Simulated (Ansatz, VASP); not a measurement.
## One calculation of Pd3PbC, two programs

```
Pd Pb C
1.0
     4.22063    0.00000    0.00000
     0.00000    4.22063    0.00000
     0.00000    0.00000    4.22063
Pd Pb C
3 1 1
Direct
  0.00000 0.50000 0.50000
  0.50000 0.50000 0.00000
  0.50000 0.00000 0.50000
  0.00000 0.00000 0.00000
  0.50000 0.50000 0.50000
```

Alike in both runs: functional PBEsol; k mesh 6 × 6 × 6; occupations methfessel-paxton of order 1, width 0.1 eV; no spin polarisation.

Ansatz relaxed the structure, and its values are those at the end. VASP's run is a single point on that final structure, the one shown.

|  | VASP | Ansatz |
| --- | --- | --- |
| version | VASP 6.6.1 | Ansatz 0.2.0 |
| potentials or method | VASP PAW PBE potentials, release 64 (Pd, Pb_d, C), cutoff 520 eV | plane waves, PAW |
| valence electrons in the cell | 48 | 72 |

```csv
,VASP,Ansatz,Ansatz less VASP
pressure (GPa),0.0,0.0,-0.03
```

VASP's potentials were made for PBE, not for PBEsol. With one functional, cell and mesh, what is left measures potentials, basis and numerics. VASP's potentials hold 48 valence electrons a cell and Ansatz's 72, so a difference there can come from the potentials and not from the codes.

Spin-orbit coupling is off throughout.
